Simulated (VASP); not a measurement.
Si2Mo: single point with PBEsol

The system is Si2Mo.

```xyz
3
Lattice="-1.6000 1.6000 3.9305 1.6000 -1.6000 3.9305 1.6000 1.6000 -3.9305" Properties=species:S:1:pos:R:3 pbc="T T T"
Mo    0.0000    0.0000    0.0000
Si    0.0000    0.0000    5.2433
Si    0.0000    0.0000    2.6177
```

```
Program             : VASP 6.6.1
Task                : single point
Functional          : PBEsol
Potentials or basis : VASP PAW PBE potentials, release 64 (Mo_sv, Si)
Cutoff              : 520 eV
k mesh              : 9 × 9 × 9
Occupations         : fermi-dirac, width 0.05 eV
Spin                : non-collinear spin, zero start, spin-orbit coupling
Starting moments    : [[0.0, 0.0, 0.0], [0.0, 0.0, 0.0], [0.0, 0.0, 0.0]] μB
```

| Item | Value |
| --- | --- |
| Pressure | -2.3 GPa |
| Largest force | 0.349 eV/Å |
| Net moment | 0.00 μB per cell |
| Valence electrons inside the program's atomic spheres | Mo 12.68; Si 1.62 |

Forces on the atoms (eV/Å):
```
Mo   0.000  0.000  0.000
Si   0.000  0.000 -0.349
Si   0.000  0.000  0.349
```

Stress tensor (GPa, compression positive):
```
-1.83  0.00  0.00
 0.00 -1.83  0.00
 0.00  0.00 -3.37
```

Moments on the atoms (μB; x, y, z):
```
Mo  0.00 0.00 0.00
Si  0.00 0.00 0.00
Si  0.00 0.00 0.00
```

Run time: 4 min on 1 thread of Intel(R) Xeon(R) Platinum 8488C (Sapphire Rapids), with other jobs on the host, peak memory 0.46 GiB.

Caveat: the PAW data sets were made with another functional, which shifts forces and pressure a little.
